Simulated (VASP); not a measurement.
Set up this calculation in VASP 6.6.1, as the native input.

| Item | Value |
| --- | --- |
| Task | single point |
| Functional | LDA |
| Potentials or basis | VASP PAW LDA potentials, release 64 (Li_sv, Zn) |
| Cutoff | 520 eV |
| k mesh | 7 × 7 × 7 |
| Occupations | fermi-dirac, width 0.1 eV |
| Spin | no spin polarisation |
| Dipole correction | no |
| Further INCAR settings | ALGO = Normal; EDIFF = 1e-06; NBANDS = 28 |

The structure of LiZn3 lies in POSCAR:

```
LiZn3
1.0
    0.0000000000      3.0111111900      3.0111111900
    3.0111111900      0.0000000000      3.0111111900
    3.0111111900      3.0111111900      0.0000000000
Li Zn
1 3
Direct
    0.0000000000      0.0000000000      0.0000000000
    0.2499999992      0.2499999992      0.2499999992
    0.7499999992      0.7499999992      0.7499999992
    0.5000000000      0.5000000000      0.5000000000
```

The input as run:

INCAR

```
SYSTEM = LiZn3
  PREC = Accurate
  ENCUT = 520
  EDIFF = 1E-6
  ISMEAR = -1
  SIGMA = 0.1
  LREAL = .FALSE.
  LASPH = .TRUE.
  NELM = 100
  ALGO = Normal
  ISIF = 2
  LWAVE = .FALSE.
  LCHARG = .FALSE.
  NBANDS = 28
```

KPOINTS

```
Automatic mesh
0
G
  7 7 7
  0 0 0
```

Potentials or basis: VASP PAW LDA potentials, release 64 (Li_sv, Zn).

Launch:

```sh
$ cat potpaw_LDA.64/Li_sv/POTCAR potpaw_LDA.64/Zn/POTCAR > POTCAR
$ mpirun -np 1 vasp_std > vasp.out
```

It gave:

```
Band gap on the k mesh : zero (an odd number of electrons rules out a gap without spin polarisation)
```

Run time: 10 s on 1 thread of Intel(R) Xeon(R) 6975P-C (Granite Rapids), on a shared host, peak memory 0.15 GiB.
